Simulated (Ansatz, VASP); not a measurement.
## Ta2Si: VASP beside Ansatz

File INCAR:

```
ALGO = Fast
EDIFF = 1E-6
ENCUT = 520
GGA = PS
ISIF = 2
ISMEAR = 0
LASPH = True
LCHARG = False
LREAL = False
LWAVE = False
NBANDS = 35
NELM = 80
PREC = Accurate
SIGMA = 0.15
```

KPOINTS

```
k-points
0
Gamma
  12 12 12
```

Contents of POSCAR:

```
Ta2Si
1.0
   -2.9456416507      2.9456416507      2.5198993614
    2.9456416507     -2.9456416507      2.5198993614
    2.9456416507      2.9456416507     -2.5198993614
Ta Si
4 2
Direct
    0.6630661939      0.8369338061      0.5000000000
    0.8369338061      0.3369338061      0.1738676123
    0.3369338061      0.1630661939      0.5000000000
    0.1630661939      0.6630661939      0.8261323878
    0.2500000000      0.2500000000      0.0000000000
    0.7500000000      0.7500000000      0.0000000000
```

Input for Ansatz:

```yaml
crystal:
  lattice:
    - [-2.9456416507, 2.9456416507, 2.5198993614]
    - [2.9456416507, -2.9456416507, 2.5198993614]
    - [2.9456416507, 2.9456416507, -2.5198993614]
  atoms:
    - { symbol: Ta, position: [0.6630661939, 0.8369338061, 0.5] }
    - { symbol: Ta, position: [0.8369338061, 0.3369338061, 0.1738676123] }
    - { symbol: Ta, position: [0.3369338061, 0.1630661939, 0.5] }
    - { symbol: Ta, position: [0.1630661939, 0.6630661939, 0.8261323878] }
    - { symbol: Si, position: [0.25, 0.25, 0.0] }
    - { symbol: Si, position: [0.75, 0.75, 0.0] }
basis:
  ecutwfc: 420
kpoints:
  mp_grid: { grid: [12, 12, 12] }
hamiltonian:
  xc: pbesol
scf:
  occupations: { method: gaussian, width: 0.15 }
output:
  forces: true
  stress: true
  eigenvalues: true
```

Change from the starting cell: strain -0.040 along x and y, +0.000 along z, atoms carried along.

Alike in both runs: task single point; functional PBEsol; k mesh 12 × 12 × 12; occupations gaussian, width 0.15 eV; no spin polarisation.

|  | VASP | Ansatz |
| --- | --- | --- |
| version | VASP 6.6.1 | Ansatz 0.2.0 |
| potentials or method | VASP PAW PBE potentials, release 64 (Ta_pv, Si), cutoff 520 eV | scalar-relativistic, plane waves, PAW |
| valence electrons in the cell | 52 | 60 |

Ansatz gave:

| Item | Value |
| --- | --- |
| gap on the k mesh at the Fermi level (eV) | none |
| pressure (GPa) | 22.4 |
| traceless stress, the component that is largest in VASP (GPa) | -6.45 |
| rms of the force components (eV/Å) | 0.056 |

Task: What did VASP give for the same quantities?

Result: gap on the k mesh at the Fermi level (eV): none; pressure (GPa): 22.9; traceless stress, the component that is largest in VASP (GPa): -6.50; rms of the force components (eV/Å): 0.060.

VASP's potentials were made for PBE, not for PBEsol. Atom by atom the forces differ by 0.004 eV/Å (rms over components). A gap of «none» marks a metal or a gap that the smearing closes. VASP's potentials hold 52 valence electrons a cell and Ansatz's 60, so a difference there can come from the potentials and not from the codes.

Spin-orbit coupling is off throughout.
